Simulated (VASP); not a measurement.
## VH2: single point with LDA

VH2:

```
V H
1.0
     0.00000    2.08240    2.08240
     2.08240    0.00000    2.08240
     2.08240    2.08240    0.00000
V H
1 2
Cartesian
  0.0000 0.0000 0.0000
  1.0412 1.0412 1.0412
  3.1236 3.1236 3.1236
```

This cell differs from its parent crystal: volume scaled by 1.02.

```yaml
Program: VASP 6.6.1
Task: single point
Functional: LDA
Potentials_or_basis: VASP PAW LDA potentials, release 64 (V_sv, H)
Cutoff: 520 eV
k_mesh: 18 × 18 × 18
Occupations: fermi-dirac, width 0.15 eV
Spin: no spin polarisation
Dipole_correction: no
Further_INCAR_settings: ALGO = Normal; EDIFF = 1e-06; NBANDS = 14
```

```yaml
Pressure: -3.4 GPa
```

Levels at points of the mesh, in eV from the Fermi level:
| k point | band 4 | band 5 | band 6 | band 7 | band 8 | band 9 | band 10 | band 11 | band 12 | band 13 |
| --- | --- | --- | --- | --- | --- | --- | --- | --- | --- | --- |
| (0.00, 0.00, 0.00) | -37.78 | -11.63 | -1.01 | -1.01 | -1.01 | 0.85 | 0.85 | 1.48 | 16.66 | 17.81 |
| (0.50, 0.00, 0.00) | -37.83 | -8.04 | -5.50 | -0.88 | -0.88 | 1.67 | 1.67 | 4.62 | 8.05 | 15.19 |
| (0.50, 0.50, 0.00) | -37.92 | -6.60 | -5.47 | -3.79 | 1.78 | 1.78 | 1.78 | 7.42 | 8.39 | 8.39 |

Run time: 13 s on 1 thread of Intel(R) Xeon(R) 6975P-C (Granite Rapids), on a shared host, peak memory 0.16 GiB.
